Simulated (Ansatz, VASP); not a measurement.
# AgCl in VASP and in Ansatz

The input POSCAR:

```
AgCl
1.0
    0.0000000000      2.7731838063      2.7731838063
    2.7731838063      0.0000000000      2.7731838063
    2.7731838063      2.7731838063      0.0000000000
Ag Cl
1 1
Direct
    0.0000000000      0.0000000000      0.0000000000
    0.5000000000      0.5000000000      0.5000000000
```

File INCAR.step1:

```
  PREC = Accurate
  ENCUT = 550
  ISMEAR = 0
  SIGMA = 0.01
  LREAL = F
  LASPH = T
  NELM = 120
  NBANDS = 16
  GGA = PE
  ALGO = Normal
  EDIFF = 1E-5
  LWAVE = T
  LCHARG = F
  GGA_COMPAT = F
```

Contents of INCAR.step2:

```
  PREC = Accurate
  ENCUT = 550
  EDIFF = 1E-6
  ISMEAR = 0
  SIGMA = 0.01
  LREAL = F
  LASPH = T
  NELM = 120
  ALGO = Normal
  ISIF = 2
  LWAVE = F
  LCHARG = F
  METAGGA = R2SCAN
  LMIXTAU = T
  NBANDS = 16
  ISTART = 1
  GGA_COMPAT = F
```

File KPOINTS:

```
regular mesh
0
Gamma
  6 6 6
```

Input for Ansatz:

```yaml
crystal:
  lattice:
    - [0.0, 2.7731838063, 2.7731838063]
    - [2.7731838063, 0.0, 2.7731838063]
    - [2.7731838063, 2.7731838063, 0.0]
  atoms:
    - { symbol: Ag, position: [0.0, 0.0, 0.0] }
    - { symbol: Cl, position: [0.5, 0.5, 0.5] }
kpoints:
  mp_grid: { grid: [6, 6, 6] }
hamiltonian:
  xc: r2scan
scf:
  occupations: { method: fixed }
  n_extra_bands: 4
output:
  forces: true
  stress: true
  eigenvalues: true
```

Alike in both runs: task single point; functional r2SCAN; k mesh 6 × 6 × 6; no spin polarisation.

```csv
,VASP,Ansatz
version,VASP 6.6.1,Ansatz 0.2.0
potentials or method,"VASP PAW PBE potentials, release 64 (Ag, Cl)","plane waves, PAW"
plane-wave cutoff (eV),550,500
occupations,"gaussian, width 0.01 eV",fixed
valence electrons in the cell,18,26
```

```csv
,VASP,Ansatz,Ansatz less VASP
gap on the k mesh at the Fermi level (eV),1.42,1.48,+0.052
pressure (GPa),-0.1,0.0,+0.07
```

VASP's potentials were made for PBE, not for r2SCAN. VASP's potentials hold 18 valence electrons a cell and Ansatz's 26, so a difference there can come from the potentials and not from the codes.
